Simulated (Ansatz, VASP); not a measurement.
## One calculation of LiF, two programs

```xyz
2
Lattice="0.0000 2.0644 2.0140 2.0140 0.0000 2.0140 2.0140 2.0644 0.0000" Properties=species:S:1:pos:R:3 pbc="T T T"
Li    0.0000    0.0000    0.0000
F     2.0140    2.0644    2.0140
```

Change from the starting cell: strain +0.0250 x Voigt [0, 1, 0, 0, 0, 0], atoms carried along.

Alike in both runs: task single point; functional r2SCAN; k mesh 10 × 10 × 10; occupations gaussian, width 0.05 eV; no spin polarisation.

```csv
,VASP,Ansatz
version,VASP 6.6.1,Ansatz 0.2.0
potentials or method,"VASP PAW PBE potentials, release 64 (Li_sv, F), cutoff 520 eV","scalar-relativistic, plane waves, PAW"
valence electrons in the cell,10,10
```

|  | VASP | Ansatz | Ansatz less VASP |
| --- | --- | --- | --- |
| gap on the k mesh at the Fermi level (eV) | 9.99 | 9.80 | -0.193 |
| least direct gap on the mesh (eV) | 9.99 | 9.80 | -0.193 |

VASP's potentials were made for PBE, not for r2SCAN. The functional is the same, so the differences come from potentials, cutoffs and numerics.

Noted on VASP's run: the cutoff is short for stress, so the pressure is rough.
